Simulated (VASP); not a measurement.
**Re: single point with BLYP**

Re:

```
Re
1.0
    -1.57749    1.57749    1.57749
     1.57749   -1.57749    1.57749
     1.57749    1.57749   -1.57749
Re
1
Cartesian
  0.0000 0.0000 0.0000
```

| Quantity | Value |
| --- | --- |
| Program | VASP 6.6.1 |
| Task | single point |
| Functional | BLYP |
| Potentials or basis | VASP PAW PBE potentials, release 64 (Re_sv_GW) |
| Cutoff | 500 eV |
| k mesh | 16 × 16 × 16 |
| Occupations | fermi-dirac, width 0.1 eV |
| Spin | no spin polarisation |

```
Pressure : -0.6 GPa
```

Levels at points of the mesh, in eV from the Fermi level:
| k point | band 4 | band 5 | band 6 | band 7 | band 8 | band 9 | band 10 | band 11 |
| --- | --- | --- | --- | --- | --- | --- | --- | --- |
| (0.00, 0.00, 0.00) | -41.87 | -10.02 | -2.50 | -2.50 | -2.50 | 0.75 | 0.75 | 14.85 |
| (0.50, 0.00, 0.00) | -41.87 | -6.87 | -4.54 | 0.27 | 0.59 | 1.40 | 4.07 | 9.21 |
| (0.50, 0.50, 0.50) | -42.59 | -6.41 | -6.41 | 3.23 | 3.23 | 3.23 | 7.76 | 7.76 |

Run time: 14 s on 1 thread of Intel(R) Xeon(R) 6975P-C (Granite Rapids), with other jobs on the host, peak memory 0.15 GiB.

Caveat: the PAW data sets were made with another functional, which shifts forces and pressure a little; spin-orbit coupling is left out, which moves the levels of the heavy elements.
